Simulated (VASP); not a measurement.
**AlNi: single point with PBEsol**

AlNi:

```
CELL_PARAMETERS angstrom
2.02133 -2.02135 0.00000
2.02133 2.02135 0.00000
0.00000 0.00000 2.86941
ATOMIC_POSITIONS crystal
Al 0.00000 0.00000 0.94772
Ni 0.50000 0.50000 0.50000
```

This cell differs from its parent crystal: all Al atoms moved -0.150 Å, as atom 1 along Cartesian [0 0 1].

| Item | Value |
| --- | --- |
| Program | VASP 6.6.1 |
| Task | single point |
| Functional | PBEsol |
| Potentials or basis | VASP PAW PBE potentials, release 64 (Al, Ni) |
| Cutoff | 520 eV |
| k mesh | 20 × 20 × 20 |
| Occupations | gaussian, width 0.15 eV |
| Spin | no spin polarisation |

The pressure is 1.9 GPa and the largest force is 0.939 eV/Å.

Forces in eV/Å, atoms in the order of the input:
```
Al   0.000  0.000  0.939
Ni   0.000  0.000 -0.939
```

Stress tensor (GPa, compression positive):
```
2.38 0.00 0.00
0.00 2.37 0.00
0.00 0.00 0.83
```

Levels at points of the mesh, in eV from the Fermi level:
```csv
k point,band 5,band 6,band 7,band 8,band 9,band 10
"(0.00, 0.00, 0.00)",-1.59,-1.59,5.52,5.64,5.64,8.24
"(0.50, 0.00, 0.00)",-2.32,-1.50,-0.66,8.36,10.13,10.16
"(0.50, 0.50, 0.00)",-2.08,-2.08,-1.05,1.50,2.60,12.55
"(0.00, 0.00, 0.50)",-2.30,-1.51,-0.67,8.39,10.03,10.03
"(0.50, 0.00, 0.50)",-2.16,-2.13,-1.05,1.49,2.57,12.58
"(0.50, 0.50, 0.50)",-1.02,1.91,1.91,2.00,3.67,4.61
```

Wall time 2.8 min on 1 thread of Intel(R) Xeon(R) Platinum 8488C (Sapphire Rapids) (shared host), peak memory 0.5 GiB.

Caveat: the cell differs from its parent crystal (all Al atoms moved -0.150 Å, as atom 1 along Cartesian [0 0 1]); the PAW data sets were made with another functional, which shifts forces and pressure a little. Spin polarisation is off, so any magnetic state and its effect on volume and gap are missing.
